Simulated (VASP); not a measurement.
Here is a VASP 6.6.1 calculation.

Contents of INCAR:

```
SYSTEM = Bi
ALGO = Normal
EDIFF = 1E-6
ENCUT = 500
GGA = PE
GGA_COMPAT = .False.
ISIF = 2
ISMEAR = -1
LASPH = .True.
LCHARG = .False.
LREAL = .False.
LWAVE = .False.
NBANDS = 14
NELM = 120
PREC = Accurate
SIGMA = 0.15
```

Contents of KPOINTS:

```
k-points
0
Gamma
  8 8 8
  0 0 0
```

File POSCAR:

```
Bi
1.0
   -1.9681016127      1.9681016127      1.9681016127
    1.9681016127     -1.9681016127      1.9681016127
    1.9681016127      1.9681016127     -1.9681016127
Bi
1
Direct
    0.0000000000      0.0000000000      0.0000000000
```

Potentials or basis: VASP PAW PBE potentials, release 64 (Bi_d).

Launch:

```console
$ cat potpaw_PBE.64/Bi_d/POTCAR > POTCAR
$ mpirun -np 1 vasp_std > vasp.out
```

Estimate the pressure.

2.1 GPa.
